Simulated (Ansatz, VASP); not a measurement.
# InSe in VASP and in Ansatz

```
CELL_PARAMETERS angstrom
5.86790 -2.05500 0.00000
5.86790 2.05500 0.00000
-1.59942 0.00000 4.23718
ATOMIC_POSITIONS crystal
In 0.88400 0.88400 0.00500
In 0.11600 0.11600 0.99500
Se 0.66000 0.66000 0.64200
Se 0.34000 0.34000 0.35800
```

Change from the starting cell: zz strain of -2 %.

Alike in both runs: task single point; functional PBEsol; k mesh 7 × 7 × 6; occupations fermi-dirac, width 0.02 eV; no spin polarisation.

```csv
,VASP,Ansatz
version,VASP 6.6.1,Ansatz 0.2.0
potentials or method,"VASP PAW PBE potentials, release 64 (In_d, Se), cutoff 520 eV","all-electron LAPW, scalar-relativistic"
```

|  | VASP | Ansatz | Ansatz less VASP |
| --- | --- | --- | --- |
| gap on the k mesh at the Fermi level (eV) | 0.88 | 0.88 | +0.005 |
| pressure (GPa) | 1.0 | 0.9 | -0.08 |
| traceless stress, the component that is largest in VASP (GPa) | 2.66 | 2.64 | -0.022 |
| rms of the force components (eV/Å) | 0.394 | 0.391 | -0.0029 |

VASP's potentials were made for PBE, not for PBEsol. Atom by atom the forces differ by 0.010 eV/Å (rms over components). Ansatz ran all-electron here, and VASP with PAW potentials.
